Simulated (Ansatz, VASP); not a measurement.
## Ta in VASP and in Ansatz

```
CELL_PARAMETERS angstrom
-1.64417 1.64417 1.64417
1.64417 -1.64417 1.64417
1.64417 1.64417 -1.64417
ATOMIC_POSITIONS crystal
Ta 0.00000 0.00000 0.00000
```

Alike in both runs: task relaxation of cell and atoms; functional r2SCAN; k mesh 8 × 8 × 8; occupations gaussian, width 0.1541 eV; non-collinear spin, spin-orbit coupling.

|  | VASP | Ansatz |
| --- | --- | --- |
| version | VASP 6.6.1 | Ansatz 0.2.0 |
| potentials or method | VASP PAW PBE potentials, release 64 (Ta_pv), cutoff 550 eV | PAW plane waves |
| valence electrons in the cell | 11 | 13 |

Ansatz gave:

| Quantity | Value |
| --- | --- |
| net moment per atom (μB) | 0.00 |
| relaxed volume (Å³/atom) | 17.85 |
| relaxed cell length with the largest relative difference (Å) | 2.851 |

Problem. Estimate VASP's values.

Solution. net moment per atom (μB): 0.00; relaxed volume (Å³/atom): 17.88; relaxed cell length with the largest relative difference (Å): 2.853.

VASP's potentials were made for PBE, not for r2SCAN. VASP's potentials hold 11 valence electrons a cell and Ansatz's 13, so a difference there can come from the potentials and not from the codes.
